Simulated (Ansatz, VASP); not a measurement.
One calculation of Zn4S, two programs

```
Zn S
1.0
    -2.87179    2.87179    2.87179
     2.87179   -2.87179    2.87179
     2.87179    2.87179   -2.87179
Zn S
4 1
Direct
  0.50000 0.50000 0.50000
  0.00000 0.00000 0.50000
  0.00000 0.50000 0.00000
  0.50000 0.00000 0.00000
  0.00000 0.00000 0.00000
```

Alike in both runs: task relaxation of cell and atoms; functional PBE; k mesh 4 × 4 × 4; occupations gaussian, width 0.1 eV; no spin polarisation.

```csv
,VASP,Ansatz
version,VASP 6.6.1,Ansatz 0.2.0
potentials or method,"VASP PAW PBE potentials, release 64 (Zn, S), cutoff 600 eV","scalar-relativistic, plane waves, PAW"
valence electrons in the cell,54,54
```

|  | VASP | Ansatz | Ansatz less VASP |
| --- | --- | --- | --- |
| gap on the k mesh at the Fermi level, each at its own relaxed structure (eV) | none | none | - |
| relaxed volume (Å³/atom) | 19.38 | 19.40 | +0.017 |
| relaxed length of the cell vector where the two differ most in proportion (Å) | 5.012 | 5.013 | +0.0014 |

A gap of «none» marks a metal or a gap that the smearing closes.

The k mesh is coarse, so the values compare programs but aren't converged.
